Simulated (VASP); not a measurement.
Wanted: the native input for a VASP 6.6.1 run.

```
Task                   : single point
Functional             : PBE
Potentials or basis    : VASP PAW PBE potentials, release 64 (Ba_sv, S)
Cutoff                 : 520 eV
k mesh                 : 8 × 8 × 8
Occupations            : fermi-dirac, width 0.02 eV
Spin                   : no spin polarisation
Dipole correction      : no
Further INCAR settings : ALGO = Normal; EDIFF = 1e-06; NBANDS = 15
```

The structure of BaS lies in POSCAR:

```
BaS
1.0
    0.0000000000      3.1396081846      3.1396081846
    3.1396081846      0.0000000000      3.1396081846
    3.1396081846      3.1396081846      0.0000000000
Ba S
1 1
Direct
    0.0000000000      0.0000000000      0.0000000000
    0.5000000000      0.5000000000      0.5000000000
```

The input as run:

INCAR

```
SYSTEM = BaS
  PREC = Accurate
  ENCUT = 520
  EDIFF = 1E-6
  ISMEAR = -1
  SIGMA = 0.02
  LREAL = .FALSE.
  LASPH = .TRUE.
  NELM = 80
  ALGO = Normal
  ISIF = 2
  LWAVE = .FALSE.
  LCHARG = .FALSE.
  GGA = PE
  NBANDS = 15
```

KPOINTS

```
Automatic mesh
0
G
  8 8 8
  0 0 0
```

Potentials or basis: VASP PAW PBE potentials, release 64 (Ba_sv, S).

Launch:

```console
$ cat potpaw_PBE.64/Ba_sv/POTCAR potpaw_PBE.64/S/POTCAR > POTCAR
$ mpirun -np 1 vasp_std > vasp.out
```

Results of the run:

The pressure is 4.2 GPa and the band gap on the k mesh is 2.01 eV (least direct gap 2.12 eV).

Caveat: the cell stands under pressure; spin-orbit coupling is left out, which moves the levels of the heavy elements.

It took 23 s on 1 thread of Intel(R) Xeon(R) Platinum 8259CL CPU @ 2.50GHz (Skylake/Cascade Lake), with other jobs on the host, peak memory 0.21 GiB.
